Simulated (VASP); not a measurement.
# CoSi (P2_13) in VASP: further runs

Runs on CoSi. Level: PBEsol. Tasks: single point.

All numbers are computed with VASP 6.6.1; they aren't measurements. Logs are shortened: lines on timing, memory, paths and dates and some standing lists are left out, and cuts for length are marked.

## (1) The cell of the first run

It takes space group P2_13 (No. 198, cubic). The conventional cell has a = 4.429 Å, b = 4.429 Å, c = 4.429 Å, α = 90.00°, β = 90.00°, γ = 90.00°. Within 3.1 Å of Co (site symmetry 3) lie 7 Si at 2.31 to 2.44 Å and 6 Co at 2.72 Å. Within 3.1 Å of Si (site symmetry 3) lie 7 Co at 2.31 to 2.44 Å and 6 Si at 2.74 Å.

## (2) Single point, PBEsol (10.86 Å³/atom)

File INCAR:

```
PREC     = Accurate       # precision mode
ENCUT    = 520            # plane-wave cutoff, eV
EDIFF    = 1E-7           # SCF threshold, eV
ISMEAR   = 0              # smearing method
SIGMA    = 0.1            # smearing width, eV
LREAL    = F              # projectors in reciprocal space
LASPH    = T              # aspherical terms in the spheres
NELM     = 100            # most SCF steps
ALGO     = Normal         # electronic algorithm
ISIF     = 2              # what is computed and relaxed
LWAVE    = F              # write WAVECAR
LCHARG   = F              # write CHGCAR
GGA      = PS             # functional
NBANDS   = 36             # bands
```

File KPOINTS:

```
regular mesh
0
Gamma
  8 8 8
```

File POSCAR:

```
CoSi
1.0
    4.4292523605      0.0000000000      0.0000000000
    0.0000000000      4.4292523605      0.0000000000
    0.0000000000      0.0000000000      4.4292523605
Co Si
4 4
Direct
    0.1444903377      0.1444903377      0.1444903377
    0.3555096623      0.8555096623      0.6444903377
    0.6444903377      0.3555096623      0.8555096623
    0.8555096623      0.6444903377      0.3555096623
    0.8429158197      0.8429158197      0.8429158197
    0.6570841803      0.1570841803      0.3429158197
    0.3429158197      0.6570841803      0.1570841803
    0.1570841803      0.3429158197      0.6570841803
```

Potentials or basis: VASP PAW PBE potentials, release 64 (Co, Si).

Launch:

```
$ cat potpaw_PBE.64/Co/POTCAR potpaw_PBE.64/Si/POTCAR > POTCAR
$ mpirun -np 1 vasp_std > vasp.out
```

OUTCAR:

```text
PREC = Accurate
   ENCUT = 520
   EDIFF = 1E-7
   ISMEAR = 0
   LREAL = F
   LASPH = T
   NELM = 100
   ISIF = 2
   GGA = PS

 ion  position               nearest neighbor table
   1  0.144  0.144  0.144-   5 2.31   8 2.33   7 2.33   6 2.33   8 2.44   7 2.44   6 2.44   3 2.72
                             4 2.72   2 2.72   2 2.72   4 2.72   3 2.72
   2  0.356  0.856  0.644-   6 2.31   5 2.33   7 2.33   8 2.33   7 2.44   8 2.44   5 2.44   1 2.72
                             1 2.72   3 2.72   3 2.72   4 2.72   4 2.72
   3  0.644  0.356  0.856-   7 2.31   5 2.33   8 2.33   6 2.33   8 2.44   6 2.44   5 2.44   1 2.72
                             4 2.72   2 2.72   2 2.72   4 2.72   1 2.72
   4  0.856  0.644  0.356-   8 2.31   5 2.33   6 2.33   7 2.33   6 2.44   7 2.44   5 2.44   1 2.72
                             3 2.72   2 2.72   1 2.72   2 2.72   3 2.72
   5  0.843  0.843  0.843-   1 2.31   2 2.33   3 2.33   4 2.33   3 2.44   4 2.44   2 2.44   6 2.74
                             7 2.74   8 2.74   7 2.74   6 2.74   8 2.74
   6  0.657  0.157  0.343-   2 2.31   1 2.33   4 2.33   3 2.33   4 2.44   3 2.44   1 2.44   5 2.74
                             7 2.74   8 2.74   5 2.74   7 2.74   8 2.74
   7  0.343  0.657  0.157-   3 2.31   1 2.33   2 2.33   4 2.33   2 2.44   4 2.44   1 2.44   5 2.74
                             6 2.74   8 2.74   5 2.74   6 2.74   8 2.74
   8  0.157  0.343  0.657-   4 2.31   1 2.33   3 2.33   2 2.33   3 2.44   2 2.44   1 2.44   5 2.74
                             6 2.74   7 2.74   5 2.74   6 2.74   7 2.74

  LATTYP: Found a simple cubic cell.
 ALAT       =     4.4292523605

  Lattice vectors:

 A1 = (   4.4292523605,   0.0000000000,   0.0000000000)
 A2 = (   0.0000000000,   4.4292523605,   0.0000000000)
 A3 = (   0.0000000000,   0.0000000000,   4.4292523605)

Analysis of symmetry for initial positions (statically):
=====================================================================
 Subroutine PRICEL returns:
 Original cell was already a primitive cell.

 Routine SETGRP: Setting up the symmetry group for a
 simple cubic supercell.

 Subroutine GETGRP returns: Found 12 space group operations
 (whereof  3 operations were pure point group operations)
 out of a pool of 48 trial point group operations.

The static configuration has the point symmetry C_3 .
 The point group associated with its full space group is T   .

Analysis of symmetry for dynamics (positions and initial velocities):
=====================================================================
 Subroutine PRICEL returns:
 Original cell was already a primitive cell.

 Routine SETGRP: Setting up the symmetry group for a
 simple cubic supercell.

 Subroutine GETGRP returns: Found 12 space group operations
 (whereof  3 operations were pure point group operations)
 out of a pool of 48 trial point group operations.

The dynamic configuration has the point symmetry C_3 .
 The point group associated with its full space group is T   .

 Subroutine INISYM returns: Found 12 space group operations
 (whereof  3 operations are pure point group operations),
 and found     1 'primitive' translations

----------------------------------------------------------------------------------------

                                     Primitive cell

  volume of cell :      86.8943

  direct lattice vectors                    reciprocal lattice vectors
     4.429252360  0.000000000  0.000000000     0.225771737  0.000000000  0.000000000
     0.000000000  4.429252360  0.000000000     0.000000000  0.225771737  0.000000000
     0.000000000  0.000000000  4.429252360     0.000000000  0.000000000  0.225771737

  length of vectors
     4.429252360  4.429252360  4.429252360     0.225771737  0.225771737  0.225771737

  position of ions in fractional coordinates (direct lattice)
     0.144490338  0.144490338  0.144490338
     0.355509662  0.855509662  0.644490338
     0.644490338  0.355509662  0.855509662
     0.855509662  0.644490338  0.355509662
     0.842915820  0.842915820  0.842915820
     0.657084180  0.157084180  0.342915820
     0.342915820  0.657084180  0.157084180
     0.157084180  0.342915820  0.657084180

  ion indices of the primitive-cell ions
   primitive index   ion index
                 1           1
                 2           2
                 3           3
                 4           4
                 5           5
                 6           6
                 7           7
                 8           8

----------------------------------------------------------------------------------------

 KPOINTS: regular mesh

Automatic generation of k-mesh.
 Grid dimensions read from file:
 generate k-points for:    8    8    8

 Generating k-lattice:

  Cartesian coordinates                     Fractional coordinates (reciprocal lattice)
     0.028221467  0.000000000  0.000000000     0.125000000  0.000000000  0.000000000
     0.000000000  0.028221467  0.000000000     0.000000000  0.125000000  0.000000000
     0.000000000  0.000000000  0.028221467     0.000000000  0.000000000  0.125000000

  Length of vectors
     0.028221467  0.028221467  0.028221467

  Shift w.r.t. Gamma in fractional coordinates (k-lattice)
     0.000000000  0.000000000  0.000000000

 Subroutine IBZKPT returns following result:
 ===========================================

 Found     45 irreducible k-points:

 Following reciprocal coordinates:
            Coordinates               Weight
  0.000000  0.000000  0.000000      1.000000
  0.125000  0.000000  0.000000      6.000000
  0.250000  0.000000  0.000000      6.000000
  0.375000  0.000000  0.000000      6.000000
  0.500000  0.000000  0.000000      3.000000
  0.125000  0.125000  0.000000     12.000000
[... 16 lines left out ...]
  0.250000  0.125000  0.125000     24.000000
  0.375000  0.125000  0.125000     24.000000
 [... further k-points ...]
   k-points           NKPTS =     45   k-points in BZ     NKDIM =     45   number of bands    NBANDS=     36
   number of dos      NEDOS =    301   number of ions     NIONS =      8
   total plane-waves  NPLWV =  46656
   dimension x,y,z NGX =    36 NGY =   36 NGZ =   36
   dimension x,y,z NGXF=    72 NGYF=   72 NGZF=   72
   ions per type =               4   4
   NGX,Y,Z   is equivalent  to a cutoff of  13.51, 13.51, 13.51 a.u.
   NGXF,Y,Z  is equivalent  to a cutoff of  27.02, 27.02, 27.02 a.u.
 SYSTEM =  unknown system
   PREC   = accura    normal or accurate (medium, high low for compatibility)
   ISTART =      0    job   : 0-new  1-cont  2-samecut
   ICHARG =      2    charge: 1-file 2-atom 10-const
   ISPIN  =      1    spin polarized calculation?
   LNONCOLLINEAR =      F non collinear calculations
   LSORBIT =      F    spin-orbit coupling
   LASPH  =      T    aspherical Exc in radial PAW
   ENCUT  =  520.0 eV  38.22 Ry    6.18 a.u.   8.24  8.24  8.24*2*pi/ulx,y,z
   NELM   =    100;   NELMIN=  2; NELMDL= -5     # of ELM steps
   EDIFF  = 0.1E-06   stopping-criterion for ELM
   LREAL  =      F    real-space projection
   EDIFFG = 0.1E-05   stopping-criterion for IOM
   NSW    =      0    number of steps for IOM
   IBRION =     -1    ionic relax: 0-MD 1-quasi-New 2-CG
   NFREE  =      0    steps in history (QN), initial steepest desc. (CG)
   ISIF   =      2    stress and relaxation
   ISYM   =      2    0-nonsym 1-usesym 2-fastsym
   POTIM  = 0.5000    time-step for ionic-motion
   TEBEG  =    0.0;   TEEND  =   0.0 temperature during run
   PSTRESS=    0.0 pullay stress
   NELECT =      52.0000    total number of electrons
   NUPDOWN=      -1.0000    fix difference up-down
   EMIN   =  10.00;   EMAX   =-10.00  energy-range for DOS
   EFERMI =   0.00;   METHOD = LEGACY
   ISMEAR =     0;   SIGMA  =   0.10  broadening in eV -4-tet -1-fermi 0-gaus
   EFERMI_NEDOS =   21; number of points for ismear=-14 and -15
   IALGO  =     38    algorithm
   IMIX   =      4    mixing-type and parameters
     AMIX     =   0.40;   BMIX     =  1.00
     AMIX_MAG =   1.60;   BMIX_MAG =  1.00
  volume/ion in A,a.u.               =      10.86        73.30
  Fermi-wavevector in a.u.,A,eV,Ry     =   1.379576  2.607020 25.895002  1.903229
  Thomas-Fermi vector in A             =   2.504532
   LORBIT       =      0    0 simple, 1 ext, 2 COOP (PROOUT), +10 PAW based schemes
   GGA     = PS    functional components
   LHFCALC =     F    Hartree Fock is set to
   AEXX    =    0.0000 exact exchange contribution
   IVDW    =     0    specifies the selected vdW correction
   LEPSILON=     F    determine dielectric tensor
   LRPA    =     F    only Hartree local field effects (RPA)
 non-spin polarized calculation
 Gauss-broadening in eV      SIGMA  =   0.10
  energy-cutoff  :      520.00
  volume of cell :       86.89
 maximum number of plane-waves:      2360
 NGX is ok and might be reduce to    36
   NGX = 17   NGY = 17   NGZ = 17

 number of electron      52.0000004 magnetization

 Free energy of the ion-electron system (eV)
  ---------------------------------------------------
  ext. energy  EPLUGINS =         0.00000000
  ---------------------------------------------------
  free energy    TOTEN  =       -59.77551350 eV

  energy without entropy =      -59.76865731  energy(sigma->0) =      -59.77208541

 E-fermi :  12.0281     XC(G=0): -12.9785

 val. band max:       12.0075999949   @ k =   0.5000   0.5000   0.3750
 cond. band min:      12.1473762956   @ k =   0.5000   0.3750   0.3750
 fundamental gap:      0.1397763007
 Fermi energy:        12.0281010129

 k-point     1 :       0.0000    0.0000    0.0000
  band No.  band energies     occupation
      1      -1.6634      2.00000
      2       3.8450      2.00000
      3       3.8450      2.00000
      4       3.8450      2.00000
      5       6.5181      2.00000
      6       6.5181      2.00000
[... 28 lines left out ...]
     35      15.6003      0.00000
     36      16.8698      0.00000

 k-point     2 :       0.1250    0.0000    0.0000
  band No.  band energies     occupation
      1      -1.5468      2.00000
      2       3.0508      2.00000
      3       3.9190      2.00000
      4       4.4136      2.00000
      5       6.0826      2.00000
      6       6.5885      2.00000
[... 28 lines left out ...]
     35      16.0187      0.00000
     36      17.3138      0.00000

 k-point     3 :       0.2500    0.0000    0.0000
  band No.  band energies     occupation
      1      -1.2004      2.00000
      2       2.0662      2.00000
      3       4.1351      2.00000
      4       4.8652      2.00000
      5       5.8865      2.00000
      6       6.7437      2.00000
[... 28 lines left out ...]
     35      16.6900      0.00000
     36      17.4032      0.00000
[... 742 lines left out ...]
 k-point    23 :       0.2500    0.1250    0.1250
  band No.  band energies     occupation
      1      -0.9722      2.00000
      2       2.1719      2.00000
      3       3.5063      2.00000
      4       4.7539      2.00000
      5       5.9443      2.00000
      6       6.6154      2.00000
[... 28 lines left out ...]
     35      16.5441      0.00000
     36      17.1152      0.00000

 k-point    24 :       0.3750    0.1250    0.1250
  band No.  band energies     occupation
      1      -0.4136      2.00000
      2       1.2346      2.00000
      3       3.8691      2.00000
      4       4.8078      2.00000
      5       5.6545      2.00000
      6       6.3924      2.00000
[... 28 lines left out ...]
     35      16.8484      0.00000
     36      17.6736      0.00000

 [... further k-points ...]

------------------------ aborting loop because EDIFF is reached ----------------------------------------

  FORCE on cell =-STRESS in cart. coord.  units (eV):
  Direction    XX          YY          ZZ          XY          YZ          ZX
  --------------------------------------------------------------------------------------
  -------------------------------------------------------------------------------------
  Total       -3.5151179     -3.5151179     -3.5151179      0.0000000      0.0000000      0.0000000
  in kB      -64.8125648    -64.8125648    -64.8125648      0.0000000      0.0000000      0.0000000
  external PRESSURE =     -64.8125648 kB  Pullay stress =       0.0000000 kB

 VOLUME and BASIS-vectors are now :
 -----------------------------------------------------------------------------
  energy-cutoff  :      520.00
  volume of cell :       86.89
      direct lattice vectors                 reciprocal lattice vectors
     4.429252360  0.000000000  0.000000000     0.225771737  0.000000000  0.000000000
     0.000000000  4.429252360  0.000000000     0.000000000  0.225771737  0.000000000
     0.000000000  0.000000000  4.429252360     0.000000000  0.000000000  0.225771737

 POSITION                                       TOTAL-FORCE (eV/Angst)
 -----------------------------------------------------------------------------------
      0.63998      0.63998      0.63998         0.006393      0.006393      0.006393
      1.57464      3.78927      2.85461        -0.006393     -0.006393      0.006393
      2.85461      1.57464      3.78927         0.006393     -0.006393     -0.006393
      3.78927      2.85461      1.57464        -0.006393      0.006393     -0.006393
      3.73349      3.73349      3.73349        -0.001397     -0.001397     -0.001397
      2.91039      0.69577      1.51886         0.001397      0.001397     -0.001397
      1.51886      2.91039      0.69577        -0.001397      0.001397      0.001397
      0.69577      1.51886      2.91039         0.001397     -0.001397      0.001397
 -----------------------------------------------------------------------------------
    total drift:                               -0.000000      0.000000      0.000000

  FREE ENERGIE OF THE ION-ELECTRON SYSTEM (eV)
  ---------------------------------------------------
  free  energy   TOTEN  =       -59.7755134999 eV

  energy  without entropy=      -59.7686573107  energy(sigma->0) =      -59.77208541
```

Wall time 91 s (1 thread of Intel Xeon Platinum 8488C (Sapphire Rapids), shared host); peak memory 0.26 GiB.

Results:

- Free energy: -59.7755 eV
- Pressure: -6.5 GPa
- Largest force: 0.011 eV/Å
- Band gap on the k mesh: zero (bands 26 and 27 overlap by 0.22 eV)

Forces in eV/Å, atoms in the order of the input:
```
Co   0.006  0.006  0.006
Co  -0.006 -0.006  0.006
Co   0.006 -0.006 -0.006
Co  -0.006  0.006 -0.006
Si  -0.001 -0.001 -0.001
Si   0.001  0.001 -0.001
Si  -0.001  0.001  0.001
Si   0.001 -0.001  0.001
```

Levels at points of the mesh, in eV from the Fermi level:
```csv
k point,band 22,band 23,band 24,band 25,band 26,band 27,band 28,band 29,band 30,band 31
"(0.00, 0.00, 0.00)",-0.92,-0.79,-0.79,-0.02,-0.02,-0.02,2.50,2.50,2.50,2.91
"(0.50, 0.00, 0.00)",-1.05,-0.67,-0.67,-0.50,-0.50,0.99,0.99,1.49,1.49,4.28
"(0.50, 0.50, 0.00)",-1.51,-1.02,-1.02,-0.05,-0.05,0.57,0.57,2.00,2.00,2.50
"(0.50, 0.50, 0.50)",-1.24,-1.24,-1.24,-0.24,-0.24,-0.24,-0.24,5.40,5.40,5.40
```

Caveat: the cell stands under tension; the PAW data sets were made with another functional, which shifts forces and pressure a little; the run has no spin polarisation, though such a crystal can be magnetic. Spin polarisation is off, so any magnetic state and its effect on volume and gap are missing.

(Part 1 of 3 ends here.)
